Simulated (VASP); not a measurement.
# Cd (P6_3/mmc) in VASP: notebook

Runs on Cd. Level: PBE. Tasks: single point, relaxation of cell and atoms.

Everything below comes from runs of VASP 6.6.1. Logs are shortened: lines on timing, memory, paths and dates and some standing lists are left out, and cuts for length are marked.

### Step 1. The cell of the first run

It takes space group P6_3/mmc (No. 194, hexagonal). The conventional cell has a = 3.204 Å, b = 3.204 Å, c = 5.095 Å, α = 90.00°, β = 90.00°, γ = 120.00°. Cd (site symmetry -6m2) has 12 Cd at 3.15 to 3.20 Å within 4.1 Å.

### Step 2. Single point, PBE

INCAR

```
SYSTEM = Cd
PREC = Accurate ; ENCUT = 520
EDIFF = 1E-6 ; ISMEAR = -1
SIGMA = 0.05 ; LREAL = .False.
LASPH = .True. ; NELM = 60
ALGO = Normal ; ISIF = 2
LWAVE = .False. ; LCHARG = .False.
GGA = PE ; NBANDS = 19
```

KPOINTS

```
Automatic mesh
0
Gamma
  15 15 8
  0 0 0
```

POSCAR

```
Cd
1.0
    3.2037655623      0.0000000000      0.0000000000
   -1.6018827812      2.7745423647      0.0000000000
    0.0000000000      0.0000000000      5.0946771247
Cd
2
Direct
    0.3333333333      0.6666666667      0.2500000000
    0.6666666667      0.3333333333      0.7500000000
```

Potentials or basis: VASP PAW PBE potentials, release 64 (Cd).

On the command line:

```console
> cat potpaw_PBE.64/Cd/POTCAR > POTCAR
> mpirun -np 1 vasp_std > vasp.out
```

OUTCAR:

```text
SYSTEM = Cd
   PREC = Accurate
   ENCUT = 520
   EDIFF = 1E-6
   ISMEAR = -1
   LREAL = .False.
   LASPH = .True.
   NELM = 60
   ISIF = 2
   GGA = PE

 ion  position               nearest neighbor table
   1  0.333  0.667  0.250-   2 3.15   2 3.15   2 3.15   2 3.15   2 3.15   2 3.15
   2  0.667  0.333  0.750-   1 3.15   1 3.15   1 3.15   1 3.15   1 3.15   1 3.15

  LATTYP: Found a hexagonal cell.
 ALAT       =     3.2037655623
 C/A-ratio  =     1.5902153343

  Lattice vectors:

 A1 = (   3.2037655623,   0.0000000000,   0.0000000000)
 A2 = (  -1.6018827812,   2.7745423647,   0.0000000000)
 A3 = (   0.0000000000,   0.0000000000,   5.0946771247)

Analysis of symmetry for initial positions (statically):
=====================================================================
 Subroutine PRICEL returns:
 Original cell was already a primitive cell.

 Routine SETGRP: Setting up the symmetry group for a
 hexagonal supercell.

 Subroutine GETGRP returns: Found 24 space group operations
 (whereof 12 operations were pure point group operations)
 out of a pool of 24 trial point group operations.

The static configuration has the point symmetry D_3d.
 The point group associated with its full space group is D_6h.

Analysis of symmetry for dynamics (positions and initial velocities):
=====================================================================
 Subroutine PRICEL returns:
 Original cell was already a primitive cell.

 Routine SETGRP: Setting up the symmetry group for a
 hexagonal supercell.

 Subroutine GETGRP returns: Found 24 space group operations
 (whereof 12 operations were pure point group operations)
 out of a pool of 24 trial point group operations.

The dynamic configuration has the point symmetry D_3d.
 The point group associated with its full space group is D_6h.

 Subroutine INISYM returns: Found 24 space group operations
 (whereof 12 operations are pure point group operations),
 and found     1 'primitive' translations

----------------------------------------------------------------------------------------

                                     Primitive cell

  volume of cell :      45.2865

  direct lattice vectors                    reciprocal lattice vectors
     3.203765562  0.000000000  0.000000000     0.312132702  0.180209899  0.000000000
    -1.601882781  2.774542365  0.000000000     0.000000000  0.360419798  0.000000000
     0.000000000  0.000000000  5.094677125     0.000000000  0.000000000  0.196283292

  length of vectors
     3.203765562  3.203765562  5.094677125     0.360419798  0.360419798  0.196283292

  position of ions in fractional coordinates (direct lattice)
     0.333333333  0.666666667  0.250000000
     0.666666667  0.333333333  0.750000000

  ion indices of the primitive-cell ions
   primitive index   ion index
                 1           1
                 2           2

----------------------------------------------------------------------------------------

 KPOINTS: Automatic mesh

Automatic generation of k-mesh.
 Grid dimensions read from file:
 generate k-points for:   15   15    8

 Generating k-lattice:

  Cartesian coordinates                     Fractional coordinates (reciprocal lattice)
     0.020808847  0.012013993  0.000000000     0.066666667  0.000000000  0.000000000
     0.000000000  0.024027987  0.000000000     0.000000000  0.066666667  0.000000000
     0.000000000  0.000000000  0.024535412     0.000000000  0.000000000  0.125000000

  Length of vectors
     0.024027987  0.024027987  0.024535412

  Shift w.r.t. Gamma in fractional coordinates (k-lattice)
     0.000000000  0.000000000  0.000000000

 Subroutine IBZKPT returns following result:
 ===========================================

 Found    135 irreducible k-points:

 Following reciprocal coordinates:
            Coordinates               Weight
  0.000000  0.000000  0.000000      1.000000
  0.066667 -0.000000  0.000000      6.000000
  0.133333  0.000000  0.000000      6.000000
  0.200000  0.000000  0.000000      6.000000
  0.266667  0.000000  0.000000      6.000000
  0.333333  0.000000  0.000000      6.000000
[... 16 lines left out ...]
  0.333333  0.200000  0.000000     12.000000
  0.400000  0.200000  0.000000      6.000000
 [... further k-points ...]
   k-points           NKPTS =    135   k-points in BZ     NKDIM =    135   number of bands    NBANDS=     19
   number of dos      NEDOS =    301   number of ions     NIONS =      2
   total plane-waves  NPLWV =  23040
   dimension x,y,z NGX =    24 NGY =   24 NGZ =   40
   dimension x,y,z NGXF=    48 NGYF=   48 NGZF=   80
   ions per type =               2
   NGX,Y,Z   is equivalent  to a cutoff of  12.45, 12.45, 13.05 a.u.
   NGXF,Y,Z  is equivalent  to a cutoff of  24.91, 24.91, 26.11 a.u.
 SYSTEM =  Cd
   PREC   = accura    normal or accurate (medium, high low for compatibility)
   ISTART =      0    job   : 0-new  1-cont  2-samecut
   ICHARG =      2    charge: 1-file 2-atom 10-const
   ISPIN  =      1    spin polarized calculation?
   LNONCOLLINEAR =      F non collinear calculations
   LSORBIT =      F    spin-orbit coupling
   LASPH  =      T    aspherical Exc in radial PAW
   ENCUT  =  520.0 eV  38.22 Ry    6.18 a.u.   5.96  5.96  9.47*2*pi/ulx,y,z
   NELM   =     60;   NELMIN=  2; NELMDL= -5     # of ELM steps
   EDIFF  = 0.1E-05   stopping-criterion for ELM
   LREAL  =      F    real-space projection
   EDIFFG = 0.1E-04   stopping-criterion for IOM
   NSW    =      0    number of steps for IOM
   IBRION =     -1    ionic relax: 0-MD 1-quasi-New 2-CG
   NFREE  =      0    steps in history (QN), initial steepest desc. (CG)
   ISIF   =      2    stress and relaxation
   ISYM   =      2    0-nonsym 1-usesym 2-fastsym
   POTIM  = 0.5000    time-step for ionic-motion
   TEBEG  =    0.0;   TEEND  =   0.0 temperature during run
   PSTRESS=    0.0 pullay stress
   NELECT =      24.0000    total number of electrons
   NUPDOWN=      -1.0000    fix difference up-down
   EMIN   =  10.00;   EMAX   =-10.00  energy-range for DOS
   EFERMI =   0.00;   METHOD = LEGACY
   ISMEAR =    -1;   SIGMA  =   0.05  broadening in eV -4-tet -1-fermi 0-gaus
   EFERMI_NEDOS =   21; number of points for ismear=-14 and -15
   IALGO  =     38    algorithm
   IMIX   =      4    mixing-type and parameters
     AMIX     =   0.40;   BMIX     =  1.00
     AMIX_MAG =   1.60;   BMIX_MAG =  1.00
  volume/ion in A,a.u.               =      22.64       152.80
  Fermi-wavevector in a.u.,A,eV,Ry     =   1.324816  2.503540 23.880105  1.755138
  Thomas-Fermi vector in A             =   2.454323
   LORBIT       =      0    0 simple, 1 ext, 2 COOP (PROOUT), +10 PAW based schemes
   GGA     = PE    functional components
   LHFCALC =     F    Hartree Fock is set to
   AEXX    =    0.0000 exact exchange contribution
   IVDW    =     0    specifies the selected vdW correction
   LEPSILON=     F    determine dielectric tensor
   LRPA    =     F    only Hartree local field effects (RPA)
 non-spin polarized calculation
  energy-cutoff  :      520.00
  volume of cell :       45.29
 maximum number of plane-waves:      1242
 NGX is ok and might be reduce to    24
   NGX = 11   NGY = 11   NGZ = 19

 number of electron      23.9999994 magnetization

 Free energy of the ion-electron system (eV)
  ---------------------------------------------------
  ext. energy  EPLUGINS =         0.00000000
  ---------------------------------------------------
  free energy    TOTEN  =        -1.47034501 eV

  energy without entropy =       -1.46493207  energy(sigma->0) =       -1.46763854

 E-fermi :   2.6829     XC(G=0): -10.7966

 val. band max:        2.6047219464   @ k =   0.2667   0.0000   0.0000
 cond. band min:       2.6837563861   @ k =   0.3333   0.2667   0.3750
 fundamental gap:      0.0790344397
 Fermi energy:         2.6828701982

 k-point     1 :       0.0000    0.0000    0.0000
  band No.  band energies     occupation
      1      -6.9163      2.00000
      2      -6.4327      2.00000
      3      -6.4198      2.00000
      4      -6.4198      2.00000
      5      -6.3258      2.00000
      6      -6.3258      2.00000
[... 11 lines left out ...]
     18      16.3028      0.00000
     19      16.7834      0.00000

 k-point     2 :       0.0667   -0.0000    0.0000
  band No.  band energies     occupation
      1      -6.8914      2.00000
      2      -6.4821      2.00000
      3      -6.3920      2.00000
      4      -6.3702      2.00000
      5      -6.3321      2.00000
      6      -6.3006      2.00000
[... 11 lines left out ...]
     18      17.0750      0.00000
     19      17.5091      0.00000

 k-point     3 :       0.1333    0.0000    0.0000
  band No.  band energies     occupation
      1      -6.8358      2.00000
      2      -6.5341      2.00000
      3      -6.3614      2.00000
      4      -6.3183      2.00000
      5      -6.3128      2.00000
      6      -6.3019      2.00000
[... 11 lines left out ...]
     18      16.6688      0.00000
     19      17.8606      0.00000

 k-point     4 :       0.2000    0.0000    0.0000
  band No.  band energies     occupation
      1      -6.8144      2.00000
      2      -6.5566      2.00000
      3      -6.4199      2.00000
      4      -6.3850      2.00000
      5      -6.3460      2.00000
      6      -6.2225      2.00000
[... 11 lines left out ...]
     18      14.6951      0.00000
     19      17.2657      0.00000

 k-point     5 :       0.2667    0.0000    0.0000
  band No.  band energies     occupation
      1      -6.8634      2.00000
      2      -6.5830      2.00000
      3      -6.5516      2.00000
      4      -6.4014      2.00000
      5      -6.3457      2.00000
      6      -6.1256      2.00000
[... 11 lines left out ...]
     18      13.6124      0.00000
     19      16.4602      0.00000

 k-point     6 :       0.3333    0.0000    0.0000
  band No.  band energies     occupation
      1      -6.9356      2.00000
      2      -6.6824      2.00000
      3      -6.6380      2.00000
      4      -6.4510      2.00000
      5      -6.2690      2.00000
      6      -6.1524      2.00000
[... 11 lines left out ...]
     18      13.3479      0.00000
     19      15.6650      0.00000

 k-point     7 :       0.4000    0.0000    0.0000
  band No.  band energies     occupation
      1      -6.9967      2.00000
      2      -6.7837      2.00000
      3      -6.6885      2.00000
      4      -6.4880      2.00000
      5      -6.2083      2.00000
      6      -6.1938      2.00000
[... 11 lines left out ...]
     18      13.1864      0.00000
     19      15.1037      0.00000

 k-point     8 :       0.4667    0.0000    0.0000
  band No.  band energies     occupation
      1      -7.0307      2.00000
      2      -6.8380      2.00000
      3      -6.7173      2.00000
      4      -6.5076      2.00000
      5      -6.2145      2.00000
      6      -6.1767      2.00000
[... 256 lines left out ...]
 k-point    20 :       0.4000    0.1333    0.0000
  band No.  band energies     occupation
      1      -6.9175      2.00000
      2      -6.8518      2.00000
      3      -6.6321      2.00000
      4      -6.4914      2.00000
      5      -6.2409      2.00000
      6      -6.1699      2.00000
[... 11 lines left out ...]
     18      12.5829      0.00000
     19      13.2565      0.00000

 k-point    21 :       0.2000    0.2000    0.0000
  band No.  band energies     occupation
      1      -6.6965      2.00000
      2      -6.6950      2.00000
      3      -6.6883      2.00000
      4      -6.4650      2.00000
      5      -6.2412      2.00000
      6      -6.1565      2.00000
[... 11 lines left out ...]
     18      12.0089      0.00000
     19      12.9718      0.00000

 k-point    22 :       0.2667    0.2000    0.0000
  band No.  band energies     occupation
      1      -6.7897      2.00000
      2      -6.7453      2.00000
      3      -6.6251      2.00000
      4      -6.4752      2.00000
      5      -6.2128      2.00000
      6      -6.2036      2.00000
[... 11 lines left out ...]
     18      11.3708      0.00000
     19      12.3326      0.00000

 k-point    23 :       0.3333    0.2000    0.0000
  band No.  band energies     occupation
      1      -6.8515      2.00000
      2      -6.7831      2.00000
      3      -6.5811      2.00000
      4      -6.4712      2.00000
      5      -6.2602      2.00000
      6      -6.1779      2.00000
[... 11 lines left out ...]
     18      11.0428      0.00000
     19      12.0330      0.00000

 k-point    24 :       0.4000    0.2000    0.0000
  band No.  band energies     occupation
      1      -6.8730      2.00000
      2      -6.7966      2.00000
      3      -6.5670      2.00000
      4      -6.4664      2.00000
      5      -6.2801      2.00000
      6      -6.1548      2.00000
[... 11 lines left out ...]
     18      10.9322      0.00000
     19      11.9388      0.00000

 [... further k-points ...]

------------------------ aborting loop because EDIFF is reached ----------------------------------------

  FORCE on cell =-STRESS in cart. coord.  units (eV):
  Direction    XX          YY          ZZ          XY          YZ          ZX
  --------------------------------------------------------------------------------------
  -------------------------------------------------------------------------------------
  Total        0.0694778      0.0694778      0.0684743     -0.0000000      0.0000000      0.0000000
  in kB        2.4580351      2.4580351      2.4225331     -0.0000000      0.0000000      0.0000000
  external PRESSURE =       2.4462011 kB  Pullay stress =       0.0000000 kB

 VOLUME and BASIS-vectors are now :
 -----------------------------------------------------------------------------
  energy-cutoff  :      520.00
  volume of cell :       45.29
      direct lattice vectors                 reciprocal lattice vectors
     3.203765562  0.000000000  0.000000000     0.312132702  0.180209899  0.000000000
    -1.601882781  2.774542365  0.000000000     0.000000000  0.360419798  0.000000000
     0.000000000  0.000000000  5.094677125     0.000000000  0.000000000  0.196283292

 POSITION                                       TOTAL-FORCE (eV/Angst)
 -----------------------------------------------------------------------------------
     -0.00000      1.84969      1.27367         0.000000      0.000000      0.000000
      1.60188      0.92485      3.82101        -0.000000     -0.000000      0.000000
 -----------------------------------------------------------------------------------
    total drift:                               -0.000000      0.000000     -0.000000

  FREE ENERGIE OF THE ION-ELECTRON SYSTEM (eV)
  ---------------------------------------------------
  free  energy   TOTEN  =        -1.4703450071 eV

  energy  without entropy=       -1.4649320671  energy(sigma->0) =       -1.46763854
```

Wall time 46 s (1 thread of Intel Xeon Platinum 8488C (Sapphire Rapids), shared host); peak memory 0.22 GiB.

What came out:

```yaml
Free_energy: -1.4703 eV
Pressure: 0.2 GPa
Band_gap_on_the_k_mesh: zero (bands 12 and 13 overlap by 2.35 eV)
```

### Step 3. Single point, PBE

This run uses another cell than the first one, of 23.51 Å³/atom.

INCAR

```
  PREC = Accurate
  ENCUT = 520
  EDIFF = 1E-6
  ISMEAR = -1
  SIGMA = 0.05
  LREAL = F
  LASPH = T
  NELM = 60
  ALGO = Normal
  ISIF = 2
  LWAVE = F
  LCHARG = F
  GGA = PE
  NBANDS = 19
```

KPOINTS

```
Automatic mesh
0
Gamma
  15 15 8
```

POSCAR

```
Cd
1.0
    3.2399234418      0.0000000000      0.0000000000
   -1.6199617209      2.8058560069      0.0000000000
    0.0000000000      0.0000000000      5.1731442859
Cd
2
Direct
    0.3333333333      0.6666666667      0.2500000000
    0.6666666667      0.3333333333      0.7500000000
```

Potentials or basis: VASP PAW PBE potentials, release 64 (Cd).

On the command line:

```console
> cat potpaw_PBE.64/Cd/POTCAR > POTCAR
> mpirun -np 1 vasp_std > vasp.out
```

Wall time 56 s (1 thread of Intel Xeon Platinum 8488C (Sapphire Rapids), shared host); peak memory 0.22 GiB.

The run converged. Its results:

- Free energy: -1.4650 eV
- Pressure: -1.2 GPa
- Band gap on the k mesh: zero (bands 12 and 13 overlap by 2.40 eV)

Stress tensor (GPa, compression positive):
```
-1.11  0.00  0.00
 0.00 -1.11  0.00
 0.00  0.00 -1.30
```

Levels at points of the mesh, in eV from the Fermi level:
| k point | band 8 | band 9 | band 10 | band 11 | band 12 | band 13 | band 14 | band 15 | band 16 | band 17 |
| --- | --- | --- | --- | --- | --- | --- | --- | --- | --- | --- |
| (0.00, 0.00, 0.00) | -8.83 | -8.40 | -8.40 | -8.35 | -2.02 | -1.27 | 11.39 | 11.39 | 12.62 | 13.32 |
| (0.00, 0.00, 0.50) | -8.53 | -8.53 | -8.53 | -6.68 | -6.68 | 6.23 | 6.23 | 12.60 | 12.60 | 12.60 |

### Step 4. Relaxation of cell and atoms, PBE

INCAR

```
SYSTEM = Cd
ALGO = Normal ; EDIFF = 1E-6
EDIFFG = -0.005 ; ENCUT = 600
GGA = PE ; IBRION = 2
ISIF = 3 ; ISMEAR = -1
LASPH = .True. ; LCHARG = .False.
LREAL = .False. ; LWAVE = .False.
NELM = 80 ; NSW = 45
PREC = Accurate ; SIGMA = 0.05
```

KPOINTS

```
k-points
0
Gamma
  15 15 8
  0 0 0
```

POSCAR

```
Cd
1.0
    3.2037655623      0.0000000000      0.0000000000
   -1.6018827812      2.7745423647      0.0000000000
    0.0000000000      0.0000000000      5.0946771247
Cd
2
Direct
    0.3333333333      0.6666666667      0.2500000000
    0.6666666667      0.3333333333      0.7500000000
```

On the command line:

```console
> cat potpaw_PBE.64/Cd/POTCAR > POTCAR
> mpirun -np 1 vasp_std > vasp.out
```

Wall time 3.9 min (1 thread of Intel Xeon Platinum 8488C (Sapphire Rapids), shared host); peak memory 0.25 GiB.

It converged, with:

* Free energy: -1.4696 eV
* Relaxed volume: 22.72 Å³/atom
* Relaxed cell: a = 3.207 Å, b = 3.207 Å, c = 5.101 Å, α = 90.00°, β = 90.00°, γ = 120.00°
* Space group after relaxing (to 0.1 Å): P6_3/mmc (No. 194)
* Energy gained by relaxing: 0.0 meV/atom
* Ionic steps: 6
* Pressure after relaxing: 0.0 GPa
* Band gap on the k mesh: zero (bands 12 and 13 overlap by 2.35 eV)

Final structure:
```
CELL_PARAMETERS angstrom
3.20748 0.00000 0.00000
-1.60374 2.77776 0.00000
0.00000 0.00000 5.10071
ATOMIC_POSITIONS crystal
Cd 0.33333 0.66667 0.25000
Cd 0.66667 0.33333 0.75000
```

Levels at points of the mesh, in eV from the Fermi level:
```tsv
k point	band 8	band 9	band 10	band 11	band 12	band 13	band 14	band 15	band 16
(0.00, 0.00, 0.00)	-8.92	-8.60	-8.44	-8.44	-2.13	-1.17	11.62	11.62	12.71
(0.00, 0.00, 0.50)	-8.58	-8.58	-8.58	-6.87	-6.87	6.46	6.46	12.86	12.86
```

### Step 5. The runs side by side

```csv
task,cell,cutoff (eV),gap on the mesh (eV),pressure (GPa)
single point,"a = 3.204, b = 3.204, c = 5.095 Å, angles 90.0, 90.0, 120.0°, 2 atoms",520,none,0.2
single point,"a = 3.240, b = 3.240, c = 5.173 Å, angles 90.0, 90.0, 120.0°, 2 atoms",520,none,-1.2
relaxation of cell and atoms,"relaxed from a = 3.204, b = 3.204, c = 5.095 Å, angles 90.0, 90.0, 120.0°, 2 atoms",600,none,0.0
```

Alike in all rows: level PBE; potentials or basis VASP PAW PBE potentials, release 64 (Cd); no spin polarisation; k mesh 15 × 15 × 8; smearing fermi-dirac 0.05 eV.

Absolute energies hang on the potentials; compare differences alone.

The gap in the log of VASP goes by the Fermi energy; the results here count the filled bands.